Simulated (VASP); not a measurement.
# ZnO (P6_3mc) in VASP: a series of runs

The runs below take ZnO through single point, with PBEsol.

All numbers are computed with VASP 6.6.1; they aren't measurements. Logs are shortened: lines on timing, memory, paths and dates and some standing lists are left out, and cuts for length are marked.

## (1) The cell of the first run

Symmetry: P6_3mc, No. 186, hexagonal system. Conventional cell: a = 3.322 Å, b = 3.322 Å, c = 4.933 Å, α = 90.00°, β = 90.00°, γ = 120.00°. Within 2.4 Å of Zn (site symmetry 3m) lie 4 O at 1.80 to 2.03 Å. Within 2.4 Å of O (site symmetry 3m) lie 4 Zn at 1.80 to 2.03 Å.

## (2) Single point, PBEsol

INCAR reads:

```
SYSTEM = ZnO
PREC = Accurate
ENCUT = 910
EDIFF = 1E-6
ISMEAR = 0
SIGMA = 0.05
LREAL = .FALSE.
LASPH = .TRUE.
NELM = 120
ALGO = Normal
ISIF = 2
LWAVE = .FALSE.
LCHARG = .FALSE.
GGA = PS
NBANDS = 26
GGA_COMPAT = .FALSE.
```

KPOINTS reads:

```
regular mesh
0
G
  9 9 6
  0 0 0
```

POSCAR reads:

```
ZnO
1.0
    3.3219642457      0.0000000000      0.0000000000
   -1.6609821228      2.8769054272      0.0000000000
    0.0000000000      0.0000000000      4.9334491013
Zn O
2 2
Direct
    0.3333333333      0.6666666667      0.0015754469
    0.6666666667      0.3333333333      0.5015754469
    0.3333333333      0.6666666667      0.3654345349
    0.6666666667      0.3333333333      0.8654345349
```

Potentials or basis: VASP PAW PBE potentials, release 64 (Zn, O_h).

Run with:

```
> cat potpaw_PBE.64/Zn/POTCAR potpaw_PBE.64/O_h/POTCAR > POTCAR
> mpirun -np 1 vasp_std > vasp.out
```

OUTCAR:

```text
SYSTEM = ZnO
   PREC = Accurate
   ENCUT = 910
   EDIFF = 1E-6
   ISMEAR = 0
   LREAL = .FALSE.
   LASPH = .TRUE.
   NELM = 120
   ISIF = 2
   GGA = PS

 ion  position               nearest neighbor table
   1  0.333  0.667  0.002-   3 1.80   4 2.03   4 2.03   4 2.03
   2  0.667  0.333  0.502-   4 1.80   3 2.03   3 2.03   3 2.03
   3  0.333  0.667  0.365-   1 1.80   2 2.03   2 2.03   2 2.03
   4  0.667  0.333  0.865-   2 1.80   1 2.03   1 2.03   1 2.03

  LATTYP: Found a hexagonal cell.
 ALAT       =     3.3219642457
 C/A-ratio  =     1.4851000000

  Lattice vectors:

 A1 = (   3.3219642457,   0.0000000000,   0.0000000000)
 A2 = (  -1.6609821228,   2.8769054272,   0.0000000000)
 A3 = (   0.0000000000,   0.0000000000,   4.9334491013)

Analysis of symmetry for initial positions (statically):
=====================================================================
 Subroutine PRICEL returns:
 Original cell was already a primitive cell.

 Routine SETGRP: Setting up the symmetry group for a
 hexagonal supercell.

 Subroutine GETGRP returns: Found 12 space group operations
 (whereof  6 operations were pure point group operations)
 out of a pool of 24 trial point group operations.

The static configuration has the point symmetry C_3v.
 The point group associated with its full space group is C_6v.

Analysis of symmetry for dynamics (positions and initial velocities):
=====================================================================
 Subroutine PRICEL returns:
 Original cell was already a primitive cell.

 Routine SETGRP: Setting up the symmetry group for a
 hexagonal supercell.

 Subroutine GETGRP returns: Found 12 space group operations
 (whereof  6 operations were pure point group operations)
 out of a pool of 24 trial point group operations.

The dynamic configuration has the point symmetry C_3v.
 The point group associated with its full space group is C_6v.

 Subroutine INISYM returns: Found 12 space group operations
 (whereof  6 operations are pure point group operations),
 and found     1 'primitive' translations

----------------------------------------------------------------------------------------

                                     Primitive cell

  volume of cell :      47.1489

  direct lattice vectors                    reciprocal lattice vectors
     3.321964246  0.000000000  0.000000000     0.301026720  0.173797858  0.000000000
    -1.660982123  2.876905427  0.000000000     0.000000000  0.347595715  0.000000000
     0.000000000  0.000000000  4.933449101     0.000000000  0.000000000  0.202697946

  length of vectors
     3.321964246  3.321964246  4.933449101     0.347595715  0.347595715  0.202697946

  position of ions in fractional coordinates (direct lattice)
     0.333333333  0.666666667  0.001575447
     0.666666667  0.333333333  0.501575447
     0.333333333  0.666666667  0.365434535
     0.666666667  0.333333333  0.865434535

  ion indices of the primitive-cell ions
   primitive index   ion index
                 1           1
                 2           2
                 3           3
                 4           4

----------------------------------------------------------------------------------------

 KPOINTS: regular mesh

Automatic generation of k-mesh.
 Grid dimensions read from file:
 generate k-points for:    9    9    6

 Generating k-lattice:

  Cartesian coordinates                     Fractional coordinates (reciprocal lattice)
     0.033447413  0.019310873  0.000000000     0.111111111  0.000000000  0.000000000
     0.000000000  0.038621746  0.000000000     0.000000000  0.111111111  0.000000000
     0.000000000  0.000000000  0.033782991     0.000000000  0.000000000  0.166666667

  Length of vectors
     0.038621746  0.038621746  0.033782991

  Shift w.r.t. Gamma in fractional coordinates (k-lattice)
     0.000000000  0.000000000  0.000000000

 Subroutine IBZKPT returns following result:
 ===========================================

 Found     48 irreducible k-points:

 Following reciprocal coordinates:
            Coordinates               Weight
  0.000000  0.000000  0.000000      1.000000
  0.111111 -0.000000  0.000000      6.000000
  0.222222  0.000000  0.000000      6.000000
  0.333333  0.000000  0.000000      6.000000
  0.444444  0.000000  0.000000      6.000000
  0.111111  0.111111  0.000000      6.000000
[... 16 lines left out ...]
  0.333333  0.222222  0.166667     24.000000
  0.333333  0.333333  0.166667      4.000000
 [... further k-points ...]
   k-points           NKPTS =     48   k-points in BZ     NKDIM =     48   number of bands    NBANDS=     26
   number of dos      NEDOS =    301   number of ions     NIONS =      4
   total plane-waves  NPLWV =  64800
   dimension x,y,z NGX =    36 NGY =   36 NGZ =   50
   dimension x,y,z NGXF=    72 NGYF=   72 NGZF=  100
   ions per type =               2   2
   NGX,Y,Z   is equivalent  to a cutoff of  18.02, 18.02, 16.85 a.u.
   NGXF,Y,Z  is equivalent  to a cutoff of  36.03, 36.03, 33.70 a.u.
 SYSTEM =  ZnO
   PREC   = accura    normal or accurate (medium, high low for compatibility)
   ISTART =      0    job   : 0-new  1-cont  2-samecut
   ICHARG =      2    charge: 1-file 2-atom 10-const
   ISPIN  =      1    spin polarized calculation?
   LNONCOLLINEAR =      F non collinear calculations
   LSORBIT =      F    spin-orbit coupling
   LASPH  =      T    aspherical Exc in radial PAW
   ENCUT  =  910.0 eV  66.88 Ry    8.18 a.u.   8.17  8.17 12.13*2*pi/ulx,y,z
   NELM   =    120;   NELMIN=  2; NELMDL= -5     # of ELM steps
   EDIFF  = 0.1E-05   stopping-criterion for ELM
   LREAL  =      F    real-space projection
   EDIFFG = 0.1E-04   stopping-criterion for IOM
   NSW    =      0    number of steps for IOM
   IBRION =     -1    ionic relax: 0-MD 1-quasi-New 2-CG
   NFREE  =      0    steps in history (QN), initial steepest desc. (CG)
   ISIF   =      2    stress and relaxation
   ISYM   =      2    0-nonsym 1-usesym 2-fastsym
   POTIM  = 0.5000    time-step for ionic-motion
   TEBEG  =    0.0;   TEEND  =   0.0 temperature during run
   PSTRESS=    0.0 pullay stress
   NELECT =      36.0000    total number of electrons
   NUPDOWN=      -1.0000    fix difference up-down
   EMIN   =  10.00;   EMAX   =-10.00  energy-range for DOS
   EFERMI =   0.00;   METHOD = LEGACY
   ISMEAR =     0;   SIGMA  =   0.05  broadening in eV -4-tet -1-fermi 0-gaus
   EFERMI_NEDOS =   21; number of points for ismear=-14 and -15
   IALGO  =     38    algorithm
   IMIX   =      4    mixing-type and parameters
     AMIX     =   0.40;   BMIX     =  1.00
     AMIX_MAG =   1.60;   BMIX_MAG =  1.00
  volume/ion in A,a.u.               =      11.79        79.54
  Fermi-wavevector in a.u.,A,eV,Ry     =   1.496300  2.827597 30.462260  2.238913
  Thomas-Fermi vector in A             =   2.608334
   LORBIT       =      0    0 simple, 1 ext, 2 COOP (PROOUT), +10 PAW based schemes
   GGA     = PS    functional components
   LHFCALC =     F    Hartree Fock is set to
   AEXX    =    0.0000 exact exchange contribution
   IVDW    =     0    specifies the selected vdW correction
   LEPSILON=     F    determine dielectric tensor
   LRPA    =     F    only Hartree local field effects (RPA)
 non-spin polarized calculation
 Gauss-broadening in eV      SIGMA  =   0.05
  energy-cutoff  :      910.00
  volume of cell :       47.15
 maximum number of plane-waves:      2959
 NGX is ok and might be reduce to    36

 number of electron      35.9999996 magnetization

 Free energy of the ion-electron system (eV)
  ---------------------------------------------------
  ext. energy  EPLUGINS =         0.00000000
  ---------------------------------------------------
  free energy    TOTEN  =       -19.01995880 eV

  energy without entropy =      -19.01995880  energy(sigma->0) =      -19.01995880

 E-fermi :   1.8377     XC(G=0): -11.2250

 val. band max:        1.5354743434   @ k =   0.0000   0.0000   0.0000
 cond. band min:       2.2213993069   @ k =   0.0000   0.0000   0.0000
 fundamental gap:      0.6859249636
 Fermi energy:         1.8377046134

 k-point     1 :       0.0000    0.0000    0.0000
  band No.  band energies     occupation
      1     -16.7447      2.00000
      2     -15.8546      2.00000
      3      -4.5023      2.00000
      4      -4.2738      2.00000
      5      -4.2638      2.00000
      6      -4.2638      2.00000
[... 18 lines left out ...]
     25      15.1109      0.00000
     26      17.1171      0.00000

 k-point     2 :       0.1111   -0.0000    0.0000
  band No.  band energies     occupation
      1     -16.6812      2.00000
      2     -15.8374      2.00000
      3      -4.4931      2.00000
      4      -4.3142      2.00000
      5      -4.2424      2.00000
      6      -4.2030      2.00000
[... 18 lines left out ...]
     25      15.2295      0.00000
     26      16.8034      0.00000

 k-point     3 :       0.2222    0.0000    0.0000
  band No.  band energies     occupation
      1     -16.5105      2.00000
      2     -15.7999      2.00000
      3      -4.5570      2.00000
      4      -4.3175      2.00000
      5      -4.1995      2.00000
      6      -4.1357      2.00000
[... 18 lines left out ...]
     25      15.1879      0.00000
     26      15.1908      0.00000

 k-point     4 :       0.3333    0.0000    0.0000
  band No.  band energies     occupation
      1     -16.2893      2.00000
      2     -15.7774      2.00000
      3      -4.6424      2.00000
      4      -4.2627      2.00000
      5      -4.1717      2.00000
      6      -4.0884      2.00000
[... 18 lines left out ...]
     25      14.2553      0.00000
     26      14.9926      0.00000
[... 496 lines left out ...]
      1     -16.1486      2.00000
      2     -15.8024      2.00000
      3      -4.5730      2.00000
      4      -4.4609      2.00000
      5      -4.1325      2.00000
      6      -4.1270      2.00000
[... 18 lines left out ...]
     25      13.5478      0.00000
     26      16.4108      0.00000

 k-point    23 :       0.3333    0.2222    0.1667
  band No.  band energies     occupation
      1     -15.9977      2.00000
      2     -15.8263      2.00000
      3      -4.5250      2.00000
      4      -4.3714      2.00000
      5      -4.2235      2.00000
      6      -3.9408      2.00000
[... 18 lines left out ...]
     25      14.1878      0.00000
     26      15.5345      0.00000

 k-point    24 :       0.3333    0.3333    0.1667
  band No.  band energies     occupation
      1     -15.8902      2.00000
      2     -15.8902      2.00000
      3      -4.4330      2.00000
      4      -4.3183      2.00000
      5      -4.3183      2.00000
      6      -3.6537      2.00000
[... 18 lines left out ...]
     25      14.8072      0.00000
     26      15.8066      0.00000

 [... further k-points ...]

------------------------ aborting loop because EDIFF is reached ----------------------------------------

  FORCE on cell =-STRESS in cart. coord.  units (eV):
  Direction    XX          YY          ZZ          XY          YZ          ZX
  --------------------------------------------------------------------------------------
  -------------------------------------------------------------------------------------
  Total       -1.9248766     -1.9248766      8.4702929     -0.0000000      0.0000000     -0.0000000
  in kB      -65.4097192    -65.4097191    287.8311683     -0.0000000      0.0000000     -0.0000000
  external PRESSURE =      52.3372433 kB  Pullay stress =       0.0000000 kB

 VOLUME and BASIS-vectors are now :
 -----------------------------------------------------------------------------
  energy-cutoff  :      910.00
  volume of cell :       47.15
      direct lattice vectors                 reciprocal lattice vectors
     3.321964246  0.000000000  0.000000000     0.301026720  0.173797858  0.000000000
    -1.660982123  2.876905427  0.000000000     0.000000000  0.347595715  0.000000000
     0.000000000  0.000000000  4.933449101     0.000000000  0.000000000  0.202697946

 POSITION                                       TOTAL-FORCE (eV/Angst)
 -----------------------------------------------------------------------------------
     -0.00000      1.91794      0.00777         0.000000     -0.000000     -2.175240
      1.66098      0.95897      2.47450        -0.000000      0.000000     -2.175240
     -0.00000      1.91794      1.80285         0.000000     -0.000000      2.175240
      1.66098      0.95897      4.26958        -0.000000      0.000000      2.175240
 -----------------------------------------------------------------------------------
    total drift:                               -0.000000      0.000000     -0.000203

  FREE ENERGIE OF THE ION-ELECTRON SYSTEM (eV)
  ---------------------------------------------------
  free  energy   TOTEN  =       -19.0199587988 eV

  energy  without entropy=      -19.0199587988  energy(sigma->0) =      -19.01995880
```

It took 1.7 min on 1 thread of AMD EPYC 9R45 (Zen 5), shared host; peak memory 0.27 GiB.

Results:

| Quantity | Value |
| --- | --- |
| Free energy | -19.0200 eV |
| Pressure | 5.2 GPa |
| Largest force | 2.175 eV/Å |
| Band gap on the k mesh | 0.69 eV |

Forces on the atoms (eV/Å):
```
Zn   0.000  0.000 -2.175
Zn   0.000  0.000 -2.175
O    0.000  0.000  2.175
O    0.000  0.000  2.175
```

Caveat: the cutoff is under 1.25 times the usual one of these potentials, so pressure, stress and relaxed cells hold a basis-set (Pulay) error; the cell stands under pressure; the PAW data sets were made with another functional, which shifts forces and pressure a little.

## (3) Single point, PBEsol

This run uses another cell than the first one, of the same volume but with other edges.

INCAR reads:

```
SYSTEM = ZnO
PREC = Accurate
ENCUT = 910
EDIFF = 1E-6
ISMEAR = 0
SIGMA = 0.05
LREAL = .False.
LASPH = .True.
NELM = 120
ALGO = Normal
ISIF = 2
LWAVE = .False.
LCHARG = .False.
GGA = PS
NBANDS = 26
GGA_COMPAT = .False.
```

KPOINTS reads:

```
regular mesh
0
Gamma
  9 9 6
  0 0 0
```

POSCAR reads:

```
ZnO
1.0
    3.1491219313      0.0000000000      0.0000000000
   -1.5745609656      2.7272195921      0.0000000000
    0.0000000000      0.0000000000      5.4898642628
Zn O
2 2
Direct
    0.3333333333      0.6666666667      0.0015754469
    0.6666666667      0.3333333333      0.5015754469
    0.3333333333      0.6666666667      0.3956145713
    0.6666666667      0.3333333333      0.8956145713
```

Potentials or basis: VASP PAW PBE potentials, release 64 (Zn, O_h).

Run with:

```
> cat potpaw_PBE.64/Zn/POTCAR potpaw_PBE.64/O_h/POTCAR > POTCAR
> mpirun -np 1 vasp_std > vasp.out
```

Run time: 95 s. Hardware: 1 thread of Intel Xeon Platinum 8375C at 2.90GHz (Ice Lake), shared host; peak memory 0.28 GiB.

It converged, with:

```
Free energy            : -19.1853 eV
Pressure               : 4.1 GPa
Largest force          : 0.761 eV/Å
Band gap on the k mesh : 0.59 eV
```

Forces in eV/Å, atoms in the order of the input:
```
Zn   0.000  0.000  0.761
Zn   0.000  0.000  0.761
O    0.000  0.000 -0.761
O    0.000  0.000 -0.761
```

Stress tensor (GPa, compression positive):
```
10.96  0.00  0.00
 0.00 10.96  0.00
 0.00  0.00 -9.47
```

Levels at points of the mesh, in eV from the valence-band top:
| k point | band 15 | band 16 | band 17 | band 18 | band 19 | band 20 | band 21 | band 22 |
| --- | --- | --- | --- | --- | --- | --- | --- | --- |
| (0.00, 0.00, 0.00) | -0.53 | -0.51 | 0.00 | 0.00 | 0.59 | 5.18 | 7.28 | 12.41 |
| (0.00, 0.00, 0.50) | -0.27 | -0.27 | -0.27 | -0.27 | 3.16 | 3.16 | 9.23 | 9.23 |

Caveat: the cutoff is under 1.25 times the usual one of these potentials, so pressure, stress and relaxed cells hold a basis-set (Pulay) error; the cell stands under pressure; the PAW data sets were made with another functional, which shifts forces and pressure a little.

## (4) Single point, PBEsol

This run uses another cell than the first one, of the same volume but with other edges.

INCAR reads:

```
SYSTEM = ZnO
PREC = Accurate
ENCUT = 520
EDIFF = 1E-6
ISMEAR = 0
SIGMA = 0.05
LREAL = .FALSE.
LASPH = .TRUE.
NELM = 60
ALGO = Normal
ISIF = 2
LWAVE = .FALSE.
LCHARG = .FALSE.
GGA = PS
NBANDS = 26
```

KPOINTS reads:

```
Automatic mesh
0
G
  9 9 6
  0 0 0
```

POSCAR reads:

```
ZnO
1.0
    3.2601408460      0.0000000000      0.0000000000
   -1.6300704230      2.8233647925      0.0000000000
    0.0000000000      0.0000000000      5.1223332972
Zn O
2 2
Direct
    0.3333333333      0.6666666667      0.0015754469
    0.6666666667      0.3333333333      0.5015754469
    0.3333333333      0.6666666667      0.3352736727
    0.6666666667      0.3333333333      0.8352736727
```

Potentials or basis: VASP PAW PBE potentials, release 64 (Zn, O).

Run with:

```
> cat potpaw_PBE.64/Zn/POTCAR potpaw_PBE.64/O/POTCAR > POTCAR
> mpirun -np 1 vasp_std > vasp.out
```

It took 78 s on 1 thread of AMD EPYC 7R13, shared host; peak memory 0.16 GiB.

It converged, with:

```yaml
Free_energy: -18.5349 eV
Pressure: 10.5 GPa
Largest_force: 4.238 eV/Å
Band_gap_on_the_k_mesh: 0.93 eV
```

Forces on the atoms (eV/Å):
```
Zn   0.000  0.000 -4.238
Zn   0.000  0.000 -4.238
O    0.000  0.000  4.238
O    0.000  0.000  4.238
```

Stress tensor (GPa, compression positive):
```
-6.87  0.00  0.00
 0.00 -6.87  0.00
 0.00  0.00 45.15
```

Levels at points of the mesh, in eV from the valence-band top:
```csv
k point,band 15,band 16,band 17,band 18,band 19,band 20,band 21,band 22
"(0.00, 0.00, 0.00)",-1.35,-0.01,-0.01,0.00,0.93,5.33,8.65,12.73
"(0.00, 0.00, 0.50)",-0.66,-0.66,-0.66,-0.66,3.44,3.44,10.77,10.77
```

Caveat: the cell stands under pressure; the PAW data sets were made with another functional, which shifts forces and pressure a little.

## (5) Summary

| potentials or basis | cell | cutoff (eV) | gap on the mesh (eV) | pressure (GPa) | largest force (eV/Å) |
| --- | --- | --- | --- | --- | --- |
| VASP PAW PBE potentials, release 64 (Zn, O_h) | a = 3.322, b = 3.322, c = 4.933 Å, angles 90.0, 90.0, 120.0°, 4 atoms, atomic positions A | 910 | 0.69 | 5.2 | 2.18 |
| VASP PAW PBE potentials, release 64 (Zn, O_h) | a = 3.149, b = 3.149, c = 5.490 Å, angles 90.0, 90.0, 120.0°, 4 atoms, atomic positions B | 910 | 0.59 | 4.1 | 0.76 |
| VASP PAW PBE potentials, release 64 (Zn, O) | a = 3.260, b = 3.260, c = 5.122 Å, angles 90.0, 90.0, 120.0°, 4 atoms, atomic positions C | 520 | 0.93 | 10.5 | 4.24 |

Alike in all rows: task single point; level PBEsol; no spin polarisation; k mesh 9 × 9 × 6; smearing gaussian 0.05 eV.

Caveats: the cell stands under pressure; the PAW data sets were made with another functional, which shifts forces and pressure a little; the cutoff is under 1.25 times the usual one of these potentials, so pressure, stress and relaxed cells hold a basis-set (Pulay) error (at least some runs).

Absolute energies hang on the potentials; compare differences alone.
